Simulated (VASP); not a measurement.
Wanted: the native input for a VASP 6.6.1 run.

| Property | Result |
| --- | --- |
| Task | single point |
| Functional | PBE |
| Dispersion | D3(BJ) |
| Potentials or basis | VASP PAW PBE potentials, release 64 (Ba_sv, H) |
| Cutoff | 520 eV |
| k mesh | 6 × 6 × 1 |
| Occupations | gaussian, width 0.1 eV |
| Spin | no spin polarisation |
| Dipole correction | yes |
| Further INCAR settings | ALGO = Normal; EDIFF = 1e-06; NBANDS = 24 |

The structure of Ba3H2 lies in POSCAR:

```
Ba3H2
1.0
    4.9162006832      0.0000000000      0.0000000000
    0.0000000000      4.9162006832      0.0000000000
    0.0000000000      0.0000000000     23.9162006832
Ba H
3 2
Direct
    0.5000000000      0.5000000000      0.3554076215
    0.0004422618      0.0000196467      0.4598288699
    0.5008365810      0.5000253089      0.5637930000
    0.4644959362      0.4975380590      0.7274328748
    0.3211051274      0.4938628560      0.7164037975
```

The input as run:

INCAR

```
PREC = Accurate ; ENCUT = 520
EDIFF = 1E-6 ; ISMEAR = 0
SIGMA = 0.1 ; LREAL = False
LASPH = True ; NELM = 60
ALGO = Normal ; ISIF = 2
LWAVE = False ; LCHARG = True
LDIPOL = True ; IDIPOL = 3
DIPOL = 0.5 0.5 0.565 ; GGA = PE
IVDW = 12 ; LELF = True
LVHAR = True ; LVACPOTAV = True
NBANDS = 24
```

KPOINTS

```
regular mesh
0
Gamma
  6 6 1
```

Potentials or basis: VASP PAW PBE potentials, release 64 (Ba_sv, H).

The run is started by

```console
$ cat potpaw_PBE.64/Ba_sv/POTCAR potpaw_PBE.64/H/POTCAR > POTCAR
$ mpirun -np 1 vasp_std > vasp.out
```

Results of the run:

The largest force is 0.038 eV/Å. The band gap on the k mesh is zero (band 16 reaches -0.58 eV, above the bottom of band 17 at -1.15 eV) and the dispersion energy per atom is -0.079 eV.

Caveat: spin-orbit coupling is left out, which moves the levels of the heavy elements.

It took 5.2 min on 1 thread of AMD EPYC 9R45 96-Core Processor (Zen 5), with other jobs on the host, peak memory 0.72 GiB.
